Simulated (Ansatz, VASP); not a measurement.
## Au: VASP beside Ansatz

```
Au
1.0
     1.38631   -2.61260    0.00000
     1.38631    2.61260    0.00000
     0.00000    0.00000    4.71941
Au
2
Direct
  0.65841 0.34159 0.25000
  0.34159 0.65841 0.75000
```

Alike in both runs: functional PBEsol; k mesh 8 × 8 × 4; occupations gaussian, width 0.1 eV; no spin polarisation.

Ansatz relaxed the structure, and its values are those at the end. VASP's run is a single point on that final structure, the one shown.

|  | VASP | Ansatz |
| --- | --- | --- |
| version | VASP 6.6.1 | Ansatz 0.2.0 |
| potentials or method | VASP PAW PBE potentials, release 64 (Au), cutoff 520 eV | scalar-relativistic, plane waves, PAW |
| valence electrons in the cell | 22 | 38 |

```csv
,VASP,Ansatz,Ansatz less VASP
gap on the k mesh at the Fermi level (eV),none,none,-
pressure (GPa),-0.3,0.0,+0.28
rms of the force components (eV/Å),0.006,0.006,+0.0005
```

VASP's potentials were made for PBE, not for PBEsol. A gap of «none» marks a metal or a gap that the smearing closes. With one functional, cell and mesh, what is left measures potentials, basis and numerics. VASP's potentials hold 22 valence electrons a cell and Ansatz's 38, so a difference there can come from the potentials and not from the codes.

Spin-orbit coupling is off throughout.
